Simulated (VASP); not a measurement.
# AlN: single point with LDA

The system is AlN.

```
Al N
1.0
     3.08432    0.00000    0.00000
    -1.54216    2.67110    0.00000
     0.00000    0.00000    4.93466
Al N
2 2
Direct
  0.33333 0.66667 0.99897
  0.66667 0.33333 0.49897
  0.33333 0.66667 0.38103
  0.66667 0.33333 0.88103
```

```yaml
Program: VASP 6.6.1
Task: single point
Functional: LDA
Potentials_or_basis: VASP PAW LDA potentials, release 64 (Al, N)
Cutoff: 520 eV
k_mesh: 8 × 8 × 4
Occupations: gaussian, width 0.01 eV
Spin: no spin polarisation
Dipole_correction: no
Further_INCAR_settings: ALGO = Normal; EDIFF = 1e-06; NBANDS = 16
```

```json
{
 "Pressure": "1.6 GPa",
 "Band gap on the k mesh": "4.46 eV, direct"
}
```

Levels at points of the mesh, in eV from the valence-band top:
```
           k point  band 6  band 7  band 8  band 9  band 10  band 11
(0.00, 0.00, 0.00)   -0.23   -0.23    0.00    4.46     6.76    10.69
(0.50, 0.00, 0.00)   -2.16   -1.85   -0.72    5.73     5.74     8.31
(0.00, 0.00, 0.50)   -0.57   -0.57   -0.57    6.64     6.64    10.36
(0.50, 0.00, 0.50)   -1.52   -1.40   -1.40    5.27     5.27     9.23
```

Wall time 17 s on 1 thread of Intel(R) Xeon(R) Platinum 8259CL CPU @ 2.50GHz (Skylake/Cascade Lake), with other jobs on the host, peak memory 0.14 GiB.

As with any semilocal functional, this LDA gap is likely too small.
